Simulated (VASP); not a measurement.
# Cs (I4/mmm) in VASP: notebook

The runs below take Cs through single point, with PBE.

All numbers are computed with VASP 6.6.1; they aren't measurements. Logs are shortened: lines on timing, memory, paths and dates and some standing lists are left out, and cuts for length are marked.

### Step 1. The cell of the first run

Symmetry: I4/mmm, No. 139, tetragonal system. The conventional cell has a = 6.045 Å, b = 6.045 Å, c = 6.136 Å, α = 90.00°, β = 90.00°, γ = 90.00°.

### Step 2. Single point, PBE (strain +0.0150 x Voigt [0, 1, 0, 0, 0, 0])

The input, INCAR:

```
ALGO = Fast
EDIFF = 1E-6
ENCUT = 520
GGA = PE
ISIF = 2
ISMEAR = 0
LASPH = True
LCHARG = False
LREAL = False
LWAVE = False
NBANDS = 10
NELM = 100
PREC = Accurate
SIGMA = 0.15
```

The input, KPOINTS:

```
k-points
0
Gamma
  12 12 12
```

The input, POSCAR:

```
Cs
1.0
   -3.0225000000      3.0678375000      3.0225000000
    3.0225000000     -3.0678375000      3.0225000000
    3.0225000000      3.0678375000     -3.0225000000
Cs
1
Direct
    0.0000000000      0.0000000000      0.0000000000
```

Potentials or basis: VASP PAW PBE potentials, release 64 (Cs_sv).

The run is started by

```console
> cat potpaw_PBE.64/Cs_sv/POTCAR > POTCAR
> mpirun -np 1 vasp_std > vasp.out
```

OUTCAR:

```text
EDIFF = 1E-6
   ENCUT = 520
   GGA = PE
   ISIF = 2
   ISMEAR = 0
   LASPH = True
   LREAL = False
   NELM = 100
   PREC = Accurate

 ion  position               nearest neighbor table
   1  0.000  0.000  0.000-

  LATTYP: Found a body centered tetragonal cell.
 ALAT       =     6.0450000000
 C/A-ratio  =     1.0150000000

  Lattice vectors:

 A1 = (  -3.0225000000,  -3.0678375000,   3.0225000000)
 A2 = (   3.0225000000,  -3.0678375000,  -3.0225000000)
 A3 = (   3.0225000000,   3.0678375000,   3.0225000000)

Analysis of symmetry for initial positions (statically):
=====================================================================
 Subroutine PRICEL returns:
 Original cell was already a primitive cell.

 Routine SETGRP: Setting up the symmetry group for a
 body centered tetragonal supercell.

 Subroutine GETGRP returns: Found 16 space group operations
 (whereof 16 operations were pure point group operations)
 out of a pool of 16 trial point group operations.

The static configuration has the point symmetry D_4h.

Analysis of symmetry for dynamics (positions and initial velocities):
=====================================================================
 Subroutine PRICEL returns:
 Original cell was already a primitive cell.

 Routine SETGRP: Setting up the symmetry group for a
 body centered tetragonal supercell.

 Subroutine GETGRP returns: Found 16 space group operations
 (whereof 16 operations were pure point group operations)
 out of a pool of 16 trial point group operations.

The dynamic configuration has the point symmetry D_4h.

 Subroutine INISYM returns: Found 16 space group operations
 (whereof 16 operations are pure point group operations),
 and found     1 'primitive' translations

----------------------------------------------------------------------------------------

                                     Primitive cell

  volume of cell :     112.1050

  direct lattice vectors                    reciprocal lattice vectors
    -3.022500000  3.067837500  3.022500000     0.000000000  0.162981253  0.165425972
     3.022500000 -3.067837500  3.022500000     0.165425972  0.000000000  0.165425972
     3.022500000  3.067837500 -3.022500000     0.165425972  0.162981253  0.000000000

  length of vectors
     5.261429409  5.261429409  5.261429409     0.232225410  0.233947653  0.232225410

  position of ions in fractional coordinates (direct lattice)
     0.000000000  0.000000000  0.000000000

  ion indices of the primitive-cell ions
   primitive index   ion index
                 1           1

----------------------------------------------------------------------------------------

 KPOINTS: k-points

Automatic generation of k-mesh.
 Grid dimensions read from file:
 generate k-points for:   12   12   12

 Generating k-lattice:

  Cartesian coordinates                     Fractional coordinates (reciprocal lattice)
     0.000000000  0.013581771  0.013785498     0.083333333 -0.000000000  0.000000000
     0.013785498  0.000000000  0.013785498     0.000000000  0.083333333  0.000000000
     0.013785498  0.013581771  0.000000000     0.000000000 -0.000000000  0.083333333

  Length of vectors
     0.019352117  0.019495638  0.019352117

  Shift w.r.t. Gamma in fractional coordinates (k-lattice)
     0.000000000  0.000000000  0.000000000

 Subroutine IBZKPT returns following result:
 ===========================================

 Found    163 irreducible k-points:

 Following reciprocal coordinates:
            Coordinates               Weight
  0.000000  0.000000  0.000000      1.000000
  0.083333 -0.000000  0.000000      8.000000
  0.166667  0.000000  0.000000      8.000000
  0.250000  0.000000  0.000000      8.000000
  0.333333  0.000000  0.000000      8.000000
  0.416667  0.000000  0.000000      8.000000
[... 16 lines left out ...]
  0.333333  0.166667  0.000000     16.000000
  0.416667  0.166667  0.000000     16.000000
 [... further k-points ...]
   k-points           NKPTS =    163   k-points in BZ     NKDIM =    163   number of bands    NBANDS=     10
   number of dos      NEDOS =    301   number of ions     NIONS =      1
   total plane-waves  NPLWV =  64000
   dimension x,y,z NGX =    40 NGY =   40 NGZ =   40
   dimension x,y,z NGXF=    80 NGYF=   80 NGZF=   80
   ions per type =               1
   NGX,Y,Z   is equivalent  to a cutoff of  12.64, 12.64, 12.64 a.u.
   NGXF,Y,Z  is equivalent  to a cutoff of  25.28, 25.28, 25.28 a.u.
 SYSTEM =  unknown system
   PREC   = accura    normal or accurate (medium, high low for compatibility)
   ISTART =      0    job   : 0-new  1-cont  2-samecut
   ICHARG =      2    charge: 1-file 2-atom 10-const
   ISPIN  =      1    spin polarized calculation?
   LNONCOLLINEAR =      F non collinear calculations
   LSORBIT =      F    spin-orbit coupling
   LASPH  =      T    aspherical Exc in radial PAW
   ENCUT  =  520.0 eV  38.22 Ry    6.18 a.u.   9.78  9.78  9.78*2*pi/ulx,y,z
   NELM   =    100;   NELMIN=  2; NELMDL= -5     # of ELM steps
   EDIFF  = 0.1E-05   stopping-criterion for ELM
   LREAL  =      F    real-space projection
   EDIFFG = 0.1E-04   stopping-criterion for IOM
   NSW    =      0    number of steps for IOM
   IBRION =     -1    ionic relax: 0-MD 1-quasi-New 2-CG
   NFREE  =      0    steps in history (QN), initial steepest desc. (CG)
   ISIF   =      2    stress and relaxation
   ISYM   =      2    0-nonsym 1-usesym 2-fastsym
   POTIM  = 0.5000    time-step for ionic-motion
   TEBEG  =    0.0;   TEEND  =   0.0 temperature during run
   PSTRESS=    0.0 pullay stress
   NELECT =       9.0000    total number of electrons
   NUPDOWN=      -1.0000    fix difference up-down
   EMIN   =  10.00;   EMAX   =-10.00  energy-range for DOS
   EFERMI =   0.00;   METHOD = LEGACY
   ISMEAR =     0;   SIGMA  =   0.15  broadening in eV -4-tet -1-fermi 0-gaus
   EFERMI_NEDOS =   21; number of points for ismear=-14 and -15
   IALGO  =     68    algorithm
   IMIX   =      4    mixing-type and parameters
     AMIX     =   0.40;   BMIX     =  1.00
     AMIX_MAG =   1.60;   BMIX_MAG =  1.00
  volume/ion in A,a.u.               =     112.10       756.52
  Fermi-wavevector in a.u.,A,eV,Ry     =   0.706232  1.334585  6.786090  0.498764
  Thomas-Fermi vector in A             =   1.791957
   LORBIT       =      0    0 simple, 1 ext, 2 COOP (PROOUT), +10 PAW based schemes
   GGA     = PE    functional components
   LHFCALC =     F    Hartree Fock is set to
   AEXX    =    0.0000 exact exchange contribution
   IVDW    =     0    specifies the selected vdW correction
   LEPSILON=     F    determine dielectric tensor
   LRPA    =     F    only Hartree local field effects (RPA)
 non-spin polarized calculation
 RMM-DIIS sequential band-by-band and
 Gauss-broadening in eV      SIGMA  =   0.15
  energy-cutoff  :      520.00
  volume of cell :      112.10
 maximum number of plane-waves:      3051
   NGX = 19   NGY = 19   NGZ = 19

 number of electron       8.9999999 magnetization

 Free energy of the ion-electron system (eV)
  ---------------------------------------------------
  ext. energy  EPLUGINS =         0.00000000
  ---------------------------------------------------
  free energy    TOTEN  =        -0.85588494 eV

  energy without entropy =       -0.83964585  energy(sigma->0) =       -0.84776540

 E-fermi :   0.5181     XC(G=0):  -5.4714

 val. band max:        0.5166935187   @ k =   0.4167  -0.3333   0.1667
 cond. band min:       0.5331765107   @ k =   0.5000   0.2500   0.0000
 fundamental gap:      0.0164829920
 Fermi energy:         0.5180639571

 k-point     1 :       0.0000    0.0000    0.0000
  band No.  band energies     occupation
      1     -23.3248      2.00000
      2     -10.0639      2.00000
      3     -10.0639      2.00000
      4     -10.0639      2.00000
      5      -1.1856      2.00000
      6       3.0067      0.00000
      7       3.0067      0.00000
      8       3.0688      0.00000
      9       3.8577      0.00000
     10       3.9472      0.00000

 k-point     2 :       0.0833   -0.0000    0.0000
  band No.  band energies     occupation
      1     -23.3243      2.00000
      2     -10.0744      2.00000
      3     -10.0672      2.00000
      4     -10.0639      2.00000
      5      -1.1070      2.00000
      6       2.9367      0.00000
      7       2.9475      0.00000
      8       3.1214      0.00000
      9       3.7365      0.00000
     10       3.9141      0.00000

 k-point     3 :       0.1667    0.0000    0.0000
  band No.  band energies     occupation
      1     -23.3229      2.00000
      2     -10.1026      2.00000
      3     -10.0762      2.00000
      4     -10.0639      2.00000
      5      -0.8791      2.00000
      6       2.6547      0.00000
      7       2.7508      0.00000
      8       3.3521      0.00000
      9       3.6493      0.00000
     10       3.8871      0.00000

 k-point     4 :       0.2500    0.0000    0.0000
  band No.  band energies     occupation
      1     -23.3210      2.00000
      2     -10.1404      2.00000
      3     -10.0885      2.00000
      4     -10.0638      2.00000
      5      -0.5270      2.00000
      6       2.2486      0.00000
      7       2.5285      0.00000
      8       3.7260      0.00000
      9       3.7341      0.00000
     10       3.9113      0.00000
[... 222 lines left out ...]
 k-point    22 :       0.2500    0.1667    0.0000
  band No.  band energies     occupation
      1     -23.3184      2.00000
      2     -10.1784      2.00000
      3     -10.1077      2.00000
      4     -10.0752      2.00000
      5       0.1108      1.99988
      6       1.8270      0.00000
      7       2.1785      0.00000
      8       3.6445      0.00000
      9       4.1958      0.00000
     10       4.3678      0.00000

 k-point    23 :       0.3333    0.1667    0.0000
  band No.  band energies     occupation
      1     -23.3172      2.00000
      2     -10.1950      2.00000
      3     -10.1210      2.00000
      4     -10.0758      2.00000
      5       0.5462      0.79062
      6       1.5481      0.00000
      7       2.0607      0.00000
      8       3.6455      0.00000
      9       4.2140      0.00000
     10       4.6923      0.00000

 k-point    24 :       0.4167    0.1667    0.0000
  band No.  band energies     occupation
      1     -23.3168      2.00000
      2     -10.2007      2.00000
      3     -10.1263      2.00000
      4     -10.0758      2.00000
      5       0.7865      0.01137
      6       1.3879      0.00000
      7       2.0133      0.00000
      8       3.5805      0.00000
      9       4.3063      0.00000
     10       4.7315      0.00000

 [... further k-points ...]
[... 5 lines left out ...]
  --------------------------------------------------------------------------------------
  -------------------------------------------------------------------------------------
  Total        0.0538689      0.0516726      0.0538689      0.0000000     -0.0000000      0.0000000
  in kB        0.7698816      0.7384925      0.7698816      0.0000000     -0.0000000      0.0000000
  external PRESSURE =       0.7594185 kB  Pullay stress =       0.0000000 kB

 VOLUME and BASIS-vectors are now :
 -----------------------------------------------------------------------------
  energy-cutoff  :      520.00
  volume of cell :      112.10
      direct lattice vectors                 reciprocal lattice vectors
    -3.022500000  3.067837500  3.022500000     0.000000000  0.162981253  0.165425972
     3.022500000 -3.067837500  3.022500000     0.165425972  0.000000000  0.165425972
     3.022500000  3.067837500 -3.022500000     0.165425972  0.162981253  0.000000000

 POSITION                                       TOTAL-FORCE (eV/Angst)
 -----------------------------------------------------------------------------------
      0.00000      0.00000      0.00000         0.000000      0.000000      0.000000
 -----------------------------------------------------------------------------------
    total drift:                               -0.000000     -0.000000     -0.000000

  FREE ENERGIE OF THE ION-ELECTRON SYSTEM (eV)
  ---------------------------------------------------
  free  energy   TOTEN  =        -0.8558849439 eV

  energy  without entropy=       -0.8396458527  energy(sigma->0) =       -0.84776540
```

Run time: 1.9 min. Hardware: 1 thread of Intel Xeon Platinum 8259CL at 2.50GHz (Skylake/Cascade Lake), shared host; peak memory 0.35 GiB.

What came out:

- Free energy: -0.8559 eV
- Pressure: 0.1 GPa

Caveat: the cell differs from its parent crystal (strain +0.0150 x Voigt [0, 1, 0, 0, 0, 0]); spin-orbit coupling is left out, which moves the levels of the heavy elements.

### Step 3. Single point, PBE (strain +0.0100 x Voigt [0, 1, 0, 0, 0, 0])

The input, INCAR:

```
PREC = Accurate ; ENCUT = 520
EDIFF = 1E-7 ; ISMEAR = 0
SIGMA = 0.15 ; LREAL = False
LASPH = True ; NELM = 100
ALGO = Fast ; ISIF = 2
LWAVE = False ; LCHARG = False
GGA = PE ; NBANDS = 10
```

The input, KPOINTS:

```
regular mesh
0
Gamma
  12 12 12
```

The input, POSCAR:

```
Cs
1.0
   -3.0225000000      3.0527250000      3.0225000000
    3.0225000000     -3.0527250000      3.0225000000
    3.0225000000      3.0527250000     -3.0225000000
Cs
1
Direct
    0.0000000000      0.0000000000      0.0000000000
```

Potentials or basis: VASP PAW PBE potentials, release 64 (Cs_sv).

The run is started by

```console
> cat potpaw_PBE.64/Cs_sv/POTCAR > POTCAR
> mpirun -np 1 vasp_std > vasp.out
```

Run time: 2.5 min. Hardware: 1 thread of Intel Xeon Platinum 8259CL at 2.50GHz (Skylake/Cascade Lake), shared host; peak memory 0.35 GiB.

It converged, with:

| Quantity | Value |
| --- | --- |
| Free energy | -0.8556 eV |
| Pressure | 0.1 GPa |

Levels at points of the mesh, in eV from the Fermi level:
| k point | band 1 | band 2 | band 3 | band 4 | band 5 | band 6 | band 7 | band 8 | band 9 |
| --- | --- | --- | --- | --- | --- | --- | --- | --- | --- |
| (0.00, 0.00, 0.00) | -23.84 | -10.58 | -10.58 | -10.58 | -1.71 | 2.50 | 2.50 | 2.54 | 3.36 |
| (0.50, 0.00, 0.00) | -23.83 | -10.73 | -10.63 | -10.58 | 0.02 | 0.90 | 1.66 | 3.22 | 3.85 |
| (0.00, 0.50, 0.00) | -23.83 | -10.73 | -10.63 | -10.58 | 0.03 | 0.92 | 1.61 | 3.27 | 3.88 |
| (0.50, 0.50, 0.50) | -23.83 | -10.69 | -10.69 | -10.69 | 0.61 | 0.63 | 3.04 | 3.12 | 3.12 |

Caveat: the cell differs from its parent crystal (strain +0.0100 x Voigt [0, 1, 0, 0, 0, 0]); spin-orbit coupling is left out, which moves the levels of the heavy elements.

### Step 4. Single point, PBE (strain +0.0200 x Voigt [0, 1, 0, 0, 0, 0])

The input, INCAR:

```
  PREC = Accurate
  ENCUT = 520
  EDIFF = 1E-6
  ISMEAR = 0
  SIGMA = 0.15
  LREAL = False
  LASPH = True
  NELM = 60
  ALGO = Fast
  ISIF = 2
  LWAVE = False
  LCHARG = False
  GGA = PE
  NBANDS = 10
```

KPOINTS is that of step 3.

The input, POSCAR:

```
Cs
1.0
   -3.0225000000      3.0829500000      3.0225000000
    3.0225000000     -3.0829500000      3.0225000000
    3.0225000000      3.0829500000     -3.0225000000
Cs
1
Direct
    0.0000000000      0.0000000000      0.0000000000
```

The run is started by

```console
> cat potpaw_PBE.64/Cs_sv/POTCAR > POTCAR
> mpirun -np 1 vasp_std > vasp.out
```

Wall time 2.3 min (1 thread of Intel Xeon Platinum 8259CL at 2.50GHz (Skylake/Cascade Lake), shared host); peak memory 0.35 GiB.

It converged, with:

```
Free energy : -0.8562 eV
Pressure    : 0.1 GPa
```

Levels at points of the mesh, in eV from the Fermi level:
| k point | band 1 | band 2 | band 3 | band 4 | band 5 | band 6 | band 7 | band 8 | band 9 |
| --- | --- | --- | --- | --- | --- | --- | --- | --- | --- |
| (0.00, 0.00, 0.00) | -23.85 | -10.59 | -10.59 | -10.59 | -1.70 | 2.48 | 2.48 | 2.56 | 3.32 |
| (0.50, 0.00, 0.00) | -23.84 | -10.73 | -10.63 | -10.59 | 0.02 | 0.88 | 1.67 | 3.19 | 3.82 |
| (0.00, 0.50, 0.00) | -23.84 | -10.73 | -10.64 | -10.59 | 0.04 | 0.92 | 1.59 | 3.28 | 3.88 |
| (0.50, 0.50, 0.50) | -23.83 | -10.69 | -10.69 | -10.69 | 0.61 | 0.65 | 2.96 | 3.12 | 3.12 |

Caveat: the cell differs from its parent crystal (strain +0.0200 x Voigt [0, 1, 0, 0, 0, 0]); spin-orbit coupling is left out, which moves the levels of the heavy elements.

### Step 5. Single point, PBE (strain +0.0175 x Voigt [0, 1, 0, 0, 0, 0])

The input, INCAR:

```
SYSTEM = Cs
PREC = Accurate
ENCUT = 520
EDIFF = 1E-6
ISMEAR = 0
SIGMA = 0.15
LREAL = .FALSE.
LASPH = .TRUE.
NELM = 100
ALGO = Fast
ISIF = 2
LWAVE = .FALSE.
LCHARG = .FALSE.
GGA = PE
NBANDS = 10
```

The input, KPOINTS:

```
regular mesh
0
G
  12 12 12
  0 0 0
```

The input, POSCAR:

```
Cs
1.0
   -3.0225000000      3.0753937500      3.0225000000
    3.0225000000     -3.0753937500      3.0225000000
    3.0225000000      3.0753937500     -3.0225000000
Cs
1
Direct
    0.0000000000      0.0000000000      0.0000000000
```

The run is started by

```console
> cat potpaw_PBE.64/Cs_sv/POTCAR > POTCAR
> mpirun -np 1 vasp_std > vasp.out
```

Wall time 1.8 min (1 thread of Intel Xeon Platinum 8259CL at 2.50GHz (Skylake/Cascade Lake), shared host); peak memory 0.35 GiB.

The run converged. Its results:

| Property | Result |
| --- | --- |
| Free energy | -0.8560 eV |
| Pressure | 0.1 GPa |

Levels at points of the mesh, in eV from the Fermi level:
```tsv
k point	band 1	band 2	band 3	band 4	band 5	band 6	band 7	band 8	band 9
(0.00, 0.00, 0.00)	-23.84	-10.58	-10.58	-10.58	-1.70	2.48	2.48	2.56	3.33
(0.50, 0.00, 0.00)	-23.84	-10.73	-10.63	-10.58	0.02	0.89	1.67	3.20	3.83
(0.00, 0.50, 0.00)	-23.84	-10.73	-10.63	-10.59	0.04	0.92	1.59	3.28	3.88
(0.50, 0.50, 0.50)	-23.83	-10.69	-10.69	-10.69	0.61	0.64	2.98	3.12	3.12
```

Caveat: the cell differs from its parent crystal (strain +0.0175 x Voigt [0, 1, 0, 0, 0, 0]); spin-orbit coupling is left out, which moves the levels of the heavy elements.

### Step 6. The runs side by side

| cell | further INCAR settings | gap on the mesh (eV) | pressure (GPa) |
| --- | --- | --- | --- |
| a = 5.261 Å, angles 109.9, 108.7, 109.9°, 1 atom | ALGO = Fast; EDIFF = 1e-06; NBANDS = 10 | none | 0.1 |
| a = 5.253 Å, angles 109.7, 108.9, 109.7°, 1 atom | ALGO = Fast; EDIFF = 1e-07; NBANDS = 10 | none | 0.1 |
| a = 5.270 Å, angles 110.0, 108.4, 110.0°, 1 atom | ALGO = Fast; EDIFF = 1e-06; NBANDS = 10 | none | 0.1 |
| a = 5.266 Å, angles 109.9, 108.5, 109.9°, 1 atom | ALGO = Fast; EDIFF = 1e-06; NBANDS = 10 | none | 0.1 |

Alike in all rows: task single point; level PBE; potentials or basis VASP PAW PBE potentials, release 64 (Cs_sv); no spin polarisation; k mesh 12 × 12 × 12; cutoff (eV) 520; smearing gaussian 0.15 eV.

Caveats: spin-orbit coupling is left out, which moves the levels of the heavy elements.

Absolute energies hang on the potentials; compare differences alone.
